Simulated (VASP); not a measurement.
B, 1 atom in the cell. The structure is hexagonal, space group P6/mmm (No. 191). Conventional cell: a = 2.062 Å, b = 2.062 Å, c = 1.927 Å, α = 90.00°, β = 90.00°, γ = 120.00°. B (site symmetry 6/mmm) has 8 B at 1.93 to 2.06 Å within 2.6 Å. This isn't the form of B at room conditions, which is rhombohedral.

* Program: VASP 6.6.1
* Task: relaxation of cell and atoms
* Functional: PBE
* Potentials or basis: VASP PAW PBE potentials, release 64 (B)
* Cutoff: 500 eV
* k mesh: 9 × 9 × 8
* Occupations: gaussian, width 0.1 eV
* Spin: no spin polarisation
* Dipole correction: no
* Further INCAR settings: ALGO = Normal; EDIFF = 1e-07; IBRION = 2; EDIFFG = -0.04; NSW = 90; ISIF = 3

Potentials or basis: VASP PAW PBE potentials, release 64 (B).

Launch:

```sh
$ cat potpaw_PBE.64/B/POTCAR > POTCAR
$ mpirun -np 1 vasp_std > vasp.out
```

Hardware: 1 thread of Intel(R) Xeon(R) 6975P-C (Granite Rapids), on a shared host.

Problem. Estimate the wall time of this run.

Solution. It took 4.4 s on 1 thread of Intel(R) Xeon(R) 6975P-C (Granite Rapids), on a shared host, peak memory 0.1 GiB. Counts: scf iterations 54, k points 60, ion steps 9.
